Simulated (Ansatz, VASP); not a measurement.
MgO: VASP beside Ansatz

INCAR

```
SYSTEM = MgO
PREC = Accurate
ENCUT = 520
EDIFF = 1E-6
ISMEAR = 0
SIGMA = 0.02
LREAL = .False.
LASPH = .True.
NELM = 100
ALGO = Normal
ISIF = 2
LWAVE = .False.
LCHARG = .False.
GGA = PE
NBANDS = 11
```

Contents of KPOINTS:

```
regular mesh
0
Gamma
  10 10 10
  0 0 0
```

The input POSCAR:

```
MgO
1.0
    0.0000000000      2.1269229054      2.1269229054
    2.1269229054      0.0000000000      2.1269229054
    2.1269229054      2.1269229054      0.0000000000
Mg O
1 1
Direct
    0.0000000000      0.0000000000      0.0000000000
    0.5000000000      0.5000000000      0.5000000000
```

Input for Ansatz:

```yaml
crystal:
  lattice:
    - [0.0, 2.1269229054, 2.1269229054]
    - [2.1269229054, 0.0, 2.1269229054]
    - [2.1269229054, 2.1269229054, 0.0]
  atoms:
    - { symbol: Mg, position: [0.0, 0.0, 0.0] }
    - { symbol: O, position: [0.5, 0.5, 0.5] }
basis:
  ecutwfc: 420
kpoints:
  mp_grid: { grid: [10, 10, 10] }
  band_path: { path: [VBM, CBM], npoints: 2 }
hamiltonian:
  xc: pbe
scf:
  occupations: { method: gaussian, width: 0.02 }
output:
  forces: true
  stress: true
  eigenvalues: true
```

Alike in both runs: task single point; functional PBE; k mesh 10 × 10 × 10; occupations gaussian, width 0.02 eV; no spin polarisation.

|  | VASP | Ansatz |
| --- | --- | --- |
| version | VASP 6.6.1 | Ansatz 0.2.0 |
| potentials or method | VASP PAW PBE potentials, release 64 (Mg, O), cutoff 520 eV | scalar-relativistic, plane waves, PAW |
| valence electrons in the cell | 8 | 16 |

|  | VASP | Ansatz | Ansatz less VASP |
| --- | --- | --- | --- |
| gap on the k mesh at the Fermi level (eV) | 4.44 | 4.46 | +0.017 |
| least direct gap on the mesh (eV) | 4.44 | 4.46 | +0.017 |
| pressure (GPa) | -0.8 | 0.0 | +0.75 |

VASP's potentials hold 8 valence electrons a cell and Ansatz's 16, so a difference there can come from the potentials and not from the codes.
